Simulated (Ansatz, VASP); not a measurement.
# LiTa16 in VASP and in Ansatz

```
Ta Li
1.0
     6.62000    0.00000    0.00000
     0.00000    6.62000    0.00000
     0.00000    0.00000    6.62000
Ta Li
16 1
Cartesian
  -0.0475 0.0128 0.0003
  3.1658 -0.2317 0.0002
  -0.0477 3.2890 0.0003
  0.0637 -0.0275 3.3103
  1.7075 1.6510 1.6384
  3.1674 3.5322 0.0002
  3.3166 -0.0260 3.3103
  5.1133 1.6515 1.8823
  0.0637 3.3298 3.3103
  1.5962 4.9606 1.6789
  1.7075 1.6510 4.9821
  3.3169 3.3282 3.3102
  4.9631 4.9612 1.6774
  5.1132 1.6515 4.7383
  1.5962 4.9606 4.9416
  4.9631 4.9612 4.9432
  4.1400 1.6488 0.0004
```

Alike in both runs: functional PBE; k mesh 2 × 2 × 2; occupations fermi-dirac, width 0.05 eV; no spin polarisation.

Ansatz relaxed the structure, and its values are those at the end. VASP's run is a single point on that final structure, the one shown.

|  | VASP | Ansatz |
| --- | --- | --- |
| version | VASP 6.6.1 | Ansatz 0.2.0 |
| potentials or method | VASP PAW PBE potentials, release 64 (Ta_pv, Li_sv), cutoff 520 eV | scalar-relativistic, plane waves, PAW |
| valence electrons in the cell | 179 | 211 |

|  | VASP | Ansatz | Ansatz less VASP |
| --- | --- | --- | --- |
| rms of the force components (eV/Å) | 0.006 | 0.006 | +0.0001 |

VASP's potentials hold 179 valence electrons a cell and Ansatz's 211, so a difference there can come from the potentials and not from the codes.

The k mesh is coarse, so the values compare programs but aren't converged. Spin-orbit coupling is off throughout. Noted on VASP's run: the cutoff is under 1.25 times that of the potentials, so the pressure is a little rough.
